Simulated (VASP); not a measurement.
A run of VASP 6.6.1 is set up as follows.

The input INCAR:

```
SYSTEM = Ta5W
ALGO = Fast
EDIFF = 1E-7
ENCUT = 520
GGA = PE
ISIF = 2
ISMEAR = 0
LASPH = .True.
LCHARG = .False.
LREAL = .False.
LWAVE = .False.
NBANDS = 81
NELM = 80
PREC = Accurate
SIGMA = 0.2
```

Contents of KPOINTS:

```
k-points
0
Gamma
  8 4 2
  0 0 0
```

Contents of POSCAR:

```
Ta5W
1.0
   -1.6416689968     -2.3372468378     -0.0002127150
    4.9464561981     -2.3521150515      0.0008875996
    0.0029253502     -0.0009671964     13.9004571044
Ta W
10 2
Direct
   -0.0004294514     -0.0001419606      0.1604191666
    0.4996665138      0.4998308588      0.1604153051
    0.7492448920      0.2496804458      0.3302955039
    0.2493500187      0.7497019409      0.3303170909
   -0.0000984794     -0.0000243201      0.4999861410
    0.4999837455      0.4999849153      0.4999915064
    0.7506598336      0.2502991784      0.6697125003
    0.2507406270      0.7502861545      0.6696976611
    0.0003542653      0.0001652689      0.8395796137
    0.5005242607      0.5001494074      0.8395902646
    0.7499470855      0.2500200789     -0.0000071261
    0.2500566886      0.7500480318      0.0000023726
```

Potentials or basis: VASP PAW PBE potentials, release 64 (Ta_pv, W_sv).

The run is started by

```console
$ cat potpaw_PBE.64/Ta_pv/POTCAR potpaw_PBE.64/W_sv/POTCAR > POTCAR
$ mpirun -np 1 vasp_std > vasp.out
```

Predict the band gap on the k mesh.

zero (bands 69 and 70 overlap by 1.44 eV).

Predict the pressure.

0.1 GPa.

Estimate the largest force.

0.024 eV/Å.

Forces on the atoms (eV/Å):
```
Ta  -0.001 -0.001  0.023
Ta   0.002 -0.001  0.024
Ta   0.001 -0.005  0.002
Ta   0.001 -0.002 -0.002
Ta   0.000 -0.001  0.002
Ta   0.000  0.000  0.001
Ta  -0.002  0.004 -0.004
Ta  -0.001  0.004 -0.001
Ta  -0.001 -0.001 -0.023
Ta   0.003  0.003 -0.024
W   -0.001 -0.002  0.002
W   -0.001  0.002  0.000
```

Caveat: spin-orbit coupling is left out, which moves the levels of the heavy elements.
